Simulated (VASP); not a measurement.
Input of a VASP 6.6.1 run:

Contents of INCAR:

```
  PREC = Accurate
  ENCUT = 600
  EDIFF = 1E-7
  ISMEAR = -1
  SIGMA = 0.01
  LREAL = False
  LASPH = True
  NELM = 120
  ALGO = Normal
  ISIF = 3
  LWAVE = False
  LCHARG = False
  GGA = PE
  IVDW = 13
  IBRION = 2
  NSW = 60
  EDIFFG = -0.01
  GGA_COMPAT = False
  NELMIN = 4
```

Contents of KPOINTS:

```
Automatic mesh
0
Gamma
  4 4 4
```

Contents of POSCAR:

```
BeSe
1.0
    5.0700000000      0.0000000000      0.0000000000
    0.0000000000      5.0700000000      0.0000000000
    0.0000000000      0.0000000000      5.0700000000
Be Se
4 4
Direct
    0.0000000000      0.0000000000      0.0000000000
    0.0000000000      0.5000000000      0.5000000000
    0.5000000000      0.0000000000      0.5000000000
    0.5000000000      0.5000000000      0.0000000000
    0.2500000000      0.2500000000      0.2500000000
    0.2500000000      0.7500000000      0.7500000000
    0.7500000000      0.2500000000      0.7500000000
    0.7500000000      0.7500000000      0.2500000000
```

Potentials or basis: VASP PAW PBE potentials, release 64 (Be, Se).

Command:

```bash
$ cat potpaw_PBE.64/Be/POTCAR potpaw_PBE.64/Se/POTCAR > POTCAR
$ mpirun -np 1 vasp_std > vasp.out
```

(1) Predict the relaxed volume.

(2) Estimate the band gap on the k mesh.

(3) What does it give for the dispersion energy per atom?

(4) What does it give for the relaxed cell?

Results:

(1) 16.85 Å³/atom.

(2) 2.60 eV.

(3) -0.279 eV.

(4) a = 5.127 Å, b = 5.127 Å, c = 5.127 Å, α = 90.00°, β = 90.00°, γ = 90.00°.
